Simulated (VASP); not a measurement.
# HgSe (F-43m) in VASP: settings compared, part 2 of 2

VASP 6.6.1.

## Step 4: Relaxation of cell and atoms, LDA, non-collinear spin, typed start

INCAR reads:

```
SYSTEM = HgSe
ALGO     = Normal         ! electronic algorithm
EDIFF    = 1E-7           ! SCF threshold, eV
EDIFFG   = -0.005         ! ionic threshold
ENCUT    = 500            ! plane-wave cutoff, eV
GGA_COMPAT= .False.      
IBRION   = 2              ! ionic algorithm
ISIF     = 3              ! what is computed and relaxed
ISMEAR   = 0              ! smearing method
LASPH    = .True.         ! aspherical terms in the spheres
LCHARG   = .False.        ! write CHGCAR
LNONCOLLINEAR= .True.         ! non-collinear magnetism
LORBIT   = 11             ! projections on sites
LREAL    = .False.        ! projectors in reciprocal space
LWAVE    = .False.        ! write WAVECAR
MAGMOM   = 0 0 0.5 0 0 0  ! initial moments
NELM     = 200            ! most SCF steps
NELMIN   = 4            
NSW      = 80             ! ionic steps
PREC     = Accurate       ! precision mode
SIGMA    = 0.01           ! smearing width, eV
```

KPOINTS reads:

```
k-points
0
Gamma
  6 6 6
  0 0 0
```

POSCAR reads:

```
HgSe
1.0
    0.0000000000      3.0390000000      3.0390000000
    3.0390000000      0.0000000000      3.0390000000
    3.0390000000      3.0390000000      0.0000000000
Hg Se
1 1
Direct
    0.0000000000      0.0000000000      0.0000000000
    0.7500000000      0.7500000000      0.7500000000
```

Potentials or basis: VASP PAW LDA potentials, release 64 (Hg, Se).

Launch:

```sh
$ cat potpaw_LDA.64/Hg/POTCAR potpaw_LDA.64/Se/POTCAR > POTCAR
$ mpirun -np 1 vasp_ncl > vasp.out
```

OUTCAR:

```text
SYSTEM = HgSe
   EDIFF = 1E-7
   EDIFFG = -0.005
   ENCUT = 500
   IBRION = 2
   ISIF = 3
   ISMEAR = 0
   LASPH = .True.
   LNONCOLLINEAR = .True.
   LORBIT = 11
   LREAL = .False.
   NELM = 200
   NELMIN = 4
   NSW = 80
   PREC = Accurate

 ion  position               nearest neighbor table
   1  0.000  0.000  0.000-   2 2.63   2 2.63   2 2.63   2 2.63
   2  0.750  0.750  0.750-   1 2.63   1 2.63   1 2.63   1 2.63

  LATTYP: Found a face centered cubic cell.
 ALAT       =     6.0780000000

  Lattice vectors:

 A1 = (   0.0000000000,   3.0390000000,   3.0390000000)
 A2 = (   3.0390000000,   0.0000000000,   3.0390000000)
 A3 = (   3.0390000000,   3.0390000000,   0.0000000000)

Analysis of symmetry for initial positions (statically):
=====================================================================
 Subroutine PRICEL returns:
 Original cell was already a primitive cell.

 Routine SETGRP: Setting up the symmetry group for a
 face centered cubic supercell.

 Subroutine GETGRP returns: Found 24 space group operations
 (whereof 24 operations were pure point group operations)
 out of a pool of 48 trial point group operations.

The static configuration has the point symmetry T_d .

Analysis of symmetry for dynamics (positions and initial velocities):
=====================================================================
 Subroutine PRICEL returns:
 Original cell was already a primitive cell.

 Routine SETGRP: Setting up the symmetry group for a
 face centered cubic supercell.

 Subroutine GETGRP returns: Found 24 space group operations
 (whereof 24 operations were pure point group operations)
 out of a pool of 48 trial point group operations.

The dynamic configuration has the point symmetry T_d .

Analysis of structural, dynamic, and magnetic symmetry:
=====================================================================
 Subroutine PRICEL returns:
 Original cell was already a primitive cell.

 Routine SETGRP: Setting up the symmetry group for a
 face centered cubic supercell.

 Subroutine GETGRP returns: Found  4 space group operations
 (whereof  4 operations were pure point group operations)
 out of a pool of 48 trial point group operations.

The overall configuration has the point symmetry S_4 .

 Subroutine INISYM returns: Found  4 space group operations
 (whereof  4 operations are pure point group operations),
 and found     1 'primitive' translations

----------------------------------------------------------------------------------------

                                     Primitive cell

  volume of cell :      56.1335

  direct lattice vectors                    reciprocal lattice vectors
     0.000000000  3.039000000  3.039000000    -0.164527805  0.164527805  0.164527805
     3.039000000  0.000000000  3.039000000     0.164527805 -0.164527805  0.164527805
     3.039000000  3.039000000  0.000000000     0.164527805  0.164527805 -0.164527805

  length of vectors
     4.297795016  4.297795016  4.297795016     0.284970518  0.284970518  0.284970518

  position of ions in fractional coordinates (direct lattice)
     0.000000000  0.000000000  0.000000000
     0.750000000  0.750000000  0.750000000

  ion indices of the primitive-cell ions
[... 84 lines left out ...]
   TEBEG  =    0.0;   TEEND  =   0.0 temperature during run
   PSTRESS=    0.0 pullay stress
   NELECT =      18.0000    total number of electrons
   NUPDOWN=      -1.0000    fix difference up-down
   EMIN   =  10.00;   EMAX   =-10.00  energy-range for DOS
   EFERMI =   0.00;   METHOD = LEGACY
   ISMEAR =     0;   SIGMA  =   0.01  broadening in eV -4-tet -1-fermi 0-gaus
   EFERMI_NEDOS =   21; number of points for ismear=-14 and -15
   IALGO  =     38    algorithm
   IMIX   =      4    mixing-type and parameters
     AMIX     =   0.40;   BMIX     =  1.00
     AMIX_MAG =   1.60;   BMIX_MAG =  1.00
  volume/ion in A,a.u.               =      28.07       189.40
  Fermi-wavevector in a.u.,A,eV,Ry     =   1.120534  2.117502 17.083421  1.255596
  Thomas-Fermi vector in A             =   2.257181
   LORBIT       =     11    0 simple, 1 ext, 2 COOP (PROOUT), +10 PAW based schemes
   GGA     = CA    functional components
   LHFCALC =     F    Hartree Fock is set to
   AEXX    =    0.0000 exact exchange contribution
   IVDW    =     0    specifies the selected vdW correction
   LEPSILON=     F    determine dielectric tensor
   LRPA    =     F    only Hartree local field effects (RPA)
 conjugate gradient relaxation of ions
 Gauss-broadening in eV      SIGMA  =   0.01
  energy-cutoff  :      500.00
  volume of cell :       56.13
 maximum number of plane-waves:      2916
   NGX = 15   NGY = 15   NGZ = 15

--------------------------------------- Ionic step        1  -------------------------------------------

 number of electron      18.0000001 magnetization      -0.0000000     -0.0000000     -0.0985017

 number of electron      18.0000002 magnetization      -0.0000000     -0.0000000      0.0000938

 number of electron      18.0000002 magnetization       0.0000000      0.0000000     -0.0002764

 number of electron      18.0000002 magnetization       0.0000000      0.0000000      0.0000207

 Free energy of the ion-electron system (eV)
  ---------------------------------------------------
  ext. energy  EPLUGINS =         0.00000000
  ---------------------------------------------------
  free energy    TOTEN  =        -5.48480933 eV

  energy without entropy =       -5.48473792  energy(sigma->0) =       -5.48477362

------------------------ aborting loop because EDIFF is reached ----------------------------------------

  FORCE on cell =-STRESS in cart. coord.  units (eV):
  Direction    XX          YY          ZZ          XY          YZ          ZX
  --------------------------------------------------------------------------------------
  -------------------------------------------------------------------------------------
  Total        0.0445734      0.0445734      0.0445736     -0.0000000      0.0000000      0.0000000
  in kB        1.2722270      1.2722270      1.2722329     -0.0000007      0.0000000      0.0000000
  external PRESSURE =       1.2722290 kB  Pullay stress =       0.0000000 kB
[... 63 lines left out ...]
 number of electron      18.0000001 magnetization      -0.0000000     -0.0000000     -0.0000000

 number of electron      18.0000001 magnetization      -0.0000000      0.0000000      0.0000001

 Free energy of the ion-electron system (eV)
  ---------------------------------------------------
  ext. energy  EPLUGINS =         0.00000000
  ---------------------------------------------------
  free energy    TOTEN  =        -5.48486542 eV

  energy without entropy =       -5.48479400  energy(sigma->0) =       -5.48482971

 E-fermi :   1.6247     XC(G=0):  -9.4373

 val. band max:        1.6216933767   @ k =   0.0000   0.0000   0.0000
 cond. band min:       2.3507899035   @ k =   0.1667   0.0000   0.0000
 fundamental gap:      0.7290965268
 Fermi energy:         1.6247389100

 k-point     1 :       0.0000    0.0000    0.0000
  band No.  band energies     occupation
      1     -11.8804      1.00000
      2     -11.8804      1.00000
      3      -5.5851      1.00000
      4      -5.5851      1.00000
      5      -5.5851      1.00000
      6      -5.5851      1.00000
[... 685 lines left out ...]
     25       8.1406      0.00000
     26       8.1406      0.00000

 [... further k-points ...]
[... 5 lines left out ...]
  --------------------------------------------------------------------------------------
  -------------------------------------------------------------------------------------
  Total       -0.0006734     -0.0006734     -0.0006739      0.0000000     -0.0000000      0.0000000
  in kB       -0.0191729     -0.0191729     -0.0191885      0.0000009     -0.0000000      0.0000000
  external PRESSURE =      -0.0191781 kB  Pullay stress =       0.0000000 kB
[... 17 lines left out ...]
  FREE ENERGIE OF THE ION-ELECTRON SYSTEM (eV)
  ---------------------------------------------------
  free  energy   TOTEN  =        -5.4848654204 eV

  energy  without entropy=       -5.4847940027  energy(sigma->0) =       -5.48482971

 reached required accuracy - stopping structural energy minimisation

 total charge

# of ion       s       p       d       tot
------------------------------------------
    1        0.719   0.420   9.383  10.521
    2        1.468   2.298   0.036   3.802
--------------------------------------------------
tot          2.187   2.718   9.419  14.324

 magnetization (x)

# of ion       s       p       d       tot
------------------------------------------
    1        0.000   0.000   0.000   0.000
    2        0.000  -0.000   0.000  -0.000
--------------------------------------------------
tot          0.000  -0.000   0.000  -0.000

 magnetization (y)

# of ion       s       p       d       tot
------------------------------------------
    1       -0.000  -0.000   0.000  -0.000
    2       -0.000   0.000  -0.000   0.000
--------------------------------------------------
tot         -0.000   0.000  -0.000   0.000

 magnetization (z)

# of ion       s       p       d       tot
------------------------------------------
    1        0.000   0.000  -0.000  -0.000
    2        0.000  -0.000   0.000  -0.000
--------------------------------------------------
tot          0.000  -0.000  -0.000  -0.000
```

Wall time 4.4 min (1 thread of Intel Xeon Platinum 8488C (Sapphire Rapids), shared host); peak memory 0.33 GiB.

Results:

```
Free energy                                           : -5.4849 eV
Relaxed volume                                        : 28.13 Å³/atom
Relaxed cell                                          : a = 4.301 Å, b = 4.301 Å, c = 4.301 Å, α = 60.00°, β = 60.00°, γ = 60.00°
Space group after relaxing (to 0.05 Å)                : F-43m (No. 216)
Energy gained by relaxing                             : 0.0 meV/atom
Ionic steps                                           : 3
Pressure after relaxing                               : 0.0 GPa
Band gap on the k mesh                                : zero (filled and empty bands touch)
Net moment                                            : 0.00 μB per cell
Valence electrons inside the program's atomic spheres : Hg 10.52; Se 3.80
```

Final structure:
```
Hg Se
1.0
     0.00000    3.04143    3.04143
     3.04143    0.00000    3.04143
     3.04143    3.04143    0.00000
Hg Se
1 1
Direct
  0.00000 0.00000 0.00000
  0.75000 0.75000 0.75000
```

Moments on the atoms (μB; x, y, z):
```
Hg  0.00 0.00 0.00
Se  0.00 0.00 0.00
```

Caveat: spin-orbit coupling is left out, which moves the levels of the heavy elements.

## Step 5: Single point, PBE

INCAR reads:

```
SYSTEM = HgSe
PREC = Accurate
ENCUT = 500
EDIFF = 1E-6
ISMEAR = -1
SIGMA = 0.06
LREAL = .False.
LASPH = .True.
NELM = 120
ALGO = Normal
ISIF = 2
LWAVE = .False.
LCHARG = .True.
GGA = PE
LELF = .True.
LVHAR = .True.
NBANDS = 16
GGA_COMPAT = .False.
```

KPOINTS reads:

```
Automatic mesh
0
Gamma
  4 4 4
  0 0 0
```

POSCAR is that of step 4.

Potentials or basis: VASP PAW PBE potentials, release 64 (Hg, Se).

Launch:

```sh
$ cat potpaw_PBE.64/Hg/POTCAR potpaw_PBE.64/Se/POTCAR > POTCAR
$ mpirun -np 1 vasp_std > vasp.out
```

OUTCAR:

```text
SYSTEM = HgSe
   PREC = Accurate
   ENCUT = 500
   EDIFF = 1E-6
   ISMEAR = -1
   LREAL = .False.
   LASPH = .True.
   NELM = 120
   ISIF = 2
   GGA = PE

 ion  position               nearest neighbor table
   1  0.000  0.000  0.000-   2 2.63   2 2.63   2 2.63   2 2.63
   2  0.750  0.750  0.750-   1 2.63   1 2.63   1 2.63   1 2.63

  LATTYP: Found a face centered cubic cell.
 ALAT       =     6.0780000000

  Lattice vectors:

 A1 = (   0.0000000000,   3.0390000000,   3.0390000000)
 A2 = (   3.0390000000,   0.0000000000,   3.0390000000)
 A3 = (   3.0390000000,   3.0390000000,   0.0000000000)

Analysis of symmetry for initial positions (statically):
=====================================================================
 Subroutine PRICEL returns:
 Original cell was already a primitive cell.

 Routine SETGRP: Setting up the symmetry group for a
 face centered cubic supercell.

 Subroutine GETGRP returns: Found 24 space group operations
 (whereof 24 operations were pure point group operations)
[... 142 lines left out ...]
  free energy    TOTEN  =        -3.94379669 eV

  energy without entropy =       -3.94019078  energy(sigma->0) =       -3.94199373

 E-fermi :   1.8368     XC(G=0):  -9.0464

 val. band max:        1.7951025150   @ k =   0.0000   0.0000   0.0000
 cond. band min:       2.8602308800   @ k =   0.2500   0.0000   0.0000
 fundamental gap:      1.0651283650
 Fermi energy:         1.8368181960

 k-point     1 :       0.0000    0.0000    0.0000
  band No.  band energies     occupation
      1     -11.6802      2.00000
      2      -5.4125      2.00000
      3      -5.4125      2.00000
      4      -5.4125      2.00000
      5      -4.6698      2.00000
      6      -4.6698      2.00000
[... 129 lines left out ...]
      3      -5.0148      2.00000
      4      -4.7489      2.00000
      5      -4.7241      2.00000
      6      -4.0464      2.00000
[... 8 lines left out ...]
     15      14.2524      0.00000
     16      14.3708      0.00000

------------------------ aborting loop because EDIFF is reached ----------------------------------------

  FORCE on cell =-STRESS in cart. coord.  units (eV):
  Direction    XX          YY          ZZ          XY          YZ          ZX
  --------------------------------------------------------------------------------------
  -------------------------------------------------------------------------------------
  Total        1.8926298      1.8926298      1.8926298      0.0000000      0.0000000     -0.0000000
  in kB       54.0199475     54.0199475     54.0199475      0.0000000      0.0000000     -0.0000000
  external PRESSURE =      54.0199475 kB  Pullay stress =       0.0000000 kB

 VOLUME and BASIS-vectors are now :
 -----------------------------------------------------------------------------
  energy-cutoff  :      500.00
  volume of cell :       56.13
      direct lattice vectors                 reciprocal lattice vectors
     0.000000000  3.039000000  3.039000000    -0.164527805  0.164527805  0.164527805
     3.039000000  0.000000000  3.039000000     0.164527805 -0.164527805  0.164527805
     3.039000000  3.039000000  0.000000000     0.164527805  0.164527805 -0.164527805

 POSITION                                       TOTAL-FORCE (eV/Angst)
 -----------------------------------------------------------------------------------
      0.00000      0.00000      0.00000        -0.000000     -0.000000     -0.000000
      4.55850      4.55850      4.55850         0.000000      0.000000      0.000000
 -----------------------------------------------------------------------------------
    total drift:                                0.000000      0.000000      0.000000

  FREE ENERGIE OF THE ION-ELECTRON SYSTEM (eV)
  ---------------------------------------------------
  free  energy   TOTEN  =        -3.9437966880 eV

  energy  without entropy=       -3.9401907756  energy(sigma->0) =       -3.94199373
```

OSZICAR:

```text
N       E                     dE             d eps       ncg     rms          rms(c)
DAV:   1     0.107352327128E+03    0.10735E+03   -0.81645E+03   256   0.966E+02
DAV:   2    -0.520991837223E+00   -0.10787E+03   -0.10180E+03   304   0.237E+02
DAV:   3    -0.425207840644E+01   -0.37311E+01   -0.37238E+01   312   0.459E+01
DAV:   4    -0.426597084157E+01   -0.13892E-01   -0.13891E-01   320   0.292E+00
DAV:   5    -0.426604096035E+01   -0.70119E-04   -0.70119E-04   328   0.180E-01    0.813E+00
DAV:   6    -0.395713827064E+01    0.30890E+00   -0.51292E-01   360   0.995E+00    0.633E+00
DAV:   7    -0.394459064526E+01    0.12548E-01   -0.13514E-01   264   0.256E+00    0.274E+00
DAV:   8    -0.394392124127E+01    0.66940E-03   -0.16981E-02   296   0.158E+00    0.215E-01
DAV:   9    -0.394376877344E+01    0.15247E-03   -0.17642E-03   304   0.591E-01    0.814E-02
DAV:  10    -0.394377903106E+01   -0.10258E-04   -0.16247E-04   304   0.159E-01    0.321E-02
DAV:  11    -0.394379905559E+01   -0.20025E-04   -0.65119E-05   280   0.802E-02    0.220E-02
DAV:  12    -0.394379664485E+01    0.24107E-05   -0.10107E-05   312   0.438E-02    0.759E-03
DAV:  13    -0.394379668803E+01   -0.43178E-07   -0.16569E-06   264   0.959E-03
   1 F= -.39437967E+01 E0= -.39419937E+01  d E =-.360591E-02
```

It took 12 s on 1 thread of Intel Xeon Platinum 8375C at 2.90GHz (Ice Lake), shared host; peak memory 0.17 GiB.

What came out:

```
Free energy            : -3.9438 eV
Pressure               : 5.4 GPa
Band gap on the k mesh : zero (filled and empty bands touch)
```

Levels at points of the mesh, in eV from the Fermi level:
```csv
k point,band 7,band 8,band 9,band 10,band 11,band 12
"(0.00, 0.00, 0.00)",-0.99,-0.04,-0.04,-0.04,5.43,5.43
"(0.50, 0.00, 0.00)",-5.59,-1.02,-1.02,1.06,6.19,6.19
"(0.50, 0.50, 0.00)",-5.16,-2.36,-2.36,2.73,2.93,8.45
```

Caveat: the k points lie up to 0.45 Å⁻¹ apart; spin-orbit coupling is left out, which moves the levels of the heavy elements.

## Step 6: Summary

```csv
task,level,potentials or basis,spin,cell,k mesh,smearing,gap on the mesh (eV),pressure (GPa),moment (μB)
single point,PBE,"VASP PAW PBE potentials, release 64 (Hg, Se)",off,"a = 4.298 Å, angles 60.0°, 2 atoms",6 × 6 × 6,fermi-dirac 0.04 eV,none,5.1,-
single point,LDA,"VASP PAW LDA potentials, release 64 (Hg, Se)","non-collinear, typed start","a = 4.290 Å, angles 60.0°, 2 atoms",6 × 6 × 6,gaussian 0.01 eV,none,0.5,0.00
relaxation of cell and atoms,LDA,"VASP PAW LDA potentials, release 64 (Hg, Se)","non-collinear, typed start","relaxed from a = 4.298 Å, angles 60.0°, 2 atoms",6 × 6 × 6,gaussian 0.01 eV,none,0.0,0.00
single point,PBE,"VASP PAW PBE potentials, release 64 (Hg, Se)",off,"a = 4.298 Å, angles 60.0°, 2 atoms",4 × 4 × 4,fermi-dirac 0.06 eV,none,5.4,-
```

Alike in all rows: cutoff (eV) 500.

Caveats: some runs use coarse meshes; spin-orbit coupling is left out, which moves the levels of the heavy elements.

Absolute energies hang on the potentials; compare differences alone.
